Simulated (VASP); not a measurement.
## LiH3: single point with PBE

The system is LiH3.

```
Li H
1.0
     0.00000    2.71632    2.71632
     2.71632    0.00000    2.71632
     2.71632    2.71632    0.00000
Li H
1 3
Direct
  0.00000 0.00000 0.00000
  0.25000 0.25000 0.25000
  0.75000 0.75000 0.75000
  0.50000 0.50000 0.50000
```

The cell was built from a structure type or drawn by symmetry, and may not be a known phase.

```json
{
  "Program": "VASP 6.6.1",
  "Task": "single point",
  "Functional": "PBE",
  "Potentials or basis": "VASP PAW PBE potentials, release 64 (Li_sv, H)",
  "Cutoff": "520 eV",
  "k mesh": "6 × 6 × 6",
  "Occupations": "gaussian, width 0.1 eV",
  "Spin": "no spin polarisation",
  "Dipole correction": "no",
  "Further INCAR settings": "ALGO = Normal; EDIFF = 1e-06; NBANDS = 11"
}
```

```json
{"Band gap on the k mesh": "zero (bands 3 and 4 overlap by 2.69 eV)"}
```

Levels at points of the mesh, in eV from the Fermi level:
```tsv
k point	band 1	band 2	band 3	band 4	band 5	band 6	band 7	band 8
(0.00, 0.00, 0.00)	-45.25	-5.82	1.91	3.17	10.11	10.11	10.11	11.55
(0.50, 0.00, 0.00)	-45.25	-3.50	-1.83	1.79	8.46	8.91	8.91	10.39
(0.50, 0.50, 0.00)	-45.25	-2.42	-1.41	0.15	5.83	5.83	6.99	12.87
```

It took 8.9 s on 1 thread of Intel(R) Xeon(R) Platinum 8259CL CPU @ 2.50GHz (Skylake/Cascade Lake) (shared host), peak memory 0.15 GiB.
